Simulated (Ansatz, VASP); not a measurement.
CoO: VASP beside Ansatz

The input INCAR:

```
SYSTEM = CoO
PREC     = Accurate       ! precision mode
ENCUT    = 520            ! plane-wave cutoff, eV
EDIFF    = 1E-7           ! SCF threshold, eV
ISMEAR   = -1             ! smearing method
SIGMA    = 0.05           ! smearing width, eV
LREAL    = .False.        ! projectors in reciprocal space
LASPH    = .True.         ! aspherical terms in the spheres
NELM     = 80             ! most SCF steps
ALGO     = Normal         ! electronic algorithm
ISIF     = 2              ! what is computed and relaxed
LWAVE    = .False.        ! write WAVECAR
LCHARG   = .False.        ! write CHGCAR
GGA      = PS             ! functional
NBANDS   = 14             ! bands
```

File KPOINTS:

```
Automatic mesh
0
Gamma
  11 11 11
  0 0 0
```

POSCAR

```
CoO
1.0
    1.5054695445      0.8691832468      2.4399269062
   -1.5054695445      0.8691832468      2.4399269062
    0.0000000000     -1.7383664936      2.4399269062
Co O
1 1
Direct
    0.0000000000      0.0000000000      0.0000000000
    0.5000000000      0.5000000000      0.5000000000
```

Contents of input.yaml:

```yaml
crystal:
  lattice:
    - [1.5054695445, 0.8691832468, 2.4399269062]
    - [-1.5054695445, 0.8691832468, 2.4399269062]
    - [0.0, -1.7383664936, 2.4399269062]
  atoms:
    - { symbol: Co, position: [0.0, 0.0, 0.0] }
    - { symbol: O, position: [0.5, 0.5, 0.5] }
kpoints:
  mp_grid: { grid: [11, 11, 11] }
scf:
  occupations: { method: fermi_dirac, width: 0.05 }
hamiltonian:
  xc: pbesol
  pseudopotentials: { kind: all_electron, lapw: { basis_error: 0.001 } }
output:
  forces: true
  stress: true
  eigenvalues: true
```

Alike in both runs: task single point; functional PBEsol; k mesh 11 × 11 × 11; occupations fermi-dirac, width 0.05 eV; no spin polarisation.

|  | VASP | Ansatz |
| --- | --- | --- |
| version | VASP 6.6.1 | Ansatz 0.2.0 |
| potentials or method | VASP PAW PBE potentials, release 64 (Co, O), cutoff 520 eV | all-electron LAPW, scalar-relativistic |

```csv
,VASP,Ansatz,Ansatz less VASP
gap on the k mesh at the Fermi level (eV),none,none,-
pressure (GPa),-27.1,-27.1,+0.04
"traceless stress, the component that is largest in VASP (GPa)",0.26,0.26,-0.005
```

VASP's potentials were made for PBE, not for PBEsol. A gap of «none» marks a metal or a gap that the smearing closes. Ansatz ran all-electron here, and VASP with PAW potentials.
